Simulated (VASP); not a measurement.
A run of VASP 6.6.1 is set up as follows.

File POSCAR:

```
BeS
1.0
    0.0000000000      2.3922257121      2.3922257121
    2.3922257121      0.0000000000      2.3922257121
    2.3922257121      2.3922257121      0.0000000000
S Be
1 1
Direct
    0.7500000000      0.7500000000      0.7500000000
    0.0000000000      0.0000000000      0.0000000000
```

File INCAR.step1:

```
SYSTEM = BeS
PREC = Accurate
ENCUT = 520
EDIFF = 1E-5
ISMEAR = -1
SIGMA = 0.05
LREAL = .False.
LASPH = .True.
NELM = 60
ALGO = Normal
ISIF = 2
LWAVE = .True.
LCHARG = .False.
GGA = PE
NBANDS = 11
```

Contents of INCAR.step2:

```
SYSTEM = BeS
PREC = Accurate
ENCUT = 520
EDIFF = 1E-6
ISMEAR = -1
SIGMA = 0.05
LREAL = .False.
LASPH = .True.
NELM = 60
ALGO = Normal
ISIF = 2
LWAVE = .False.
LCHARG = .False.
GGA = PE
LHFCALC = .True.
HFSCREEN = 0.2079
PRECFOCK = Normal
ISTART = 1
NBANDS = 11
```

File KPOINTS:

```
regular mesh
0
Gamma
  6 6 6
  0 0 0
```

Potentials or basis: VASP PAW PBE potentials, release 64 (S, Be).

The run is started by

```bash
$ cat potpaw_PBE.64/S/POTCAR potpaw_PBE.64/Be/POTCAR > POTCAR
$ cp INCAR.step1 INCAR
$ mpirun -np 1 vasp_std > vasp.out
$ cp INCAR.step2 INCAR
$ mpirun -np 1 vasp_std > vasp.out
```

Task: Predict the pressure.

Result: 4.4 GPa.

Task: Predict the band gap on the k mesh.

Result: 3.95 eV, indirect (least direct gap 6.84 eV).

Caveat: the PAW data sets were made with another functional, which shifts forces and pressure a little. A k mesh can miss the band edges.
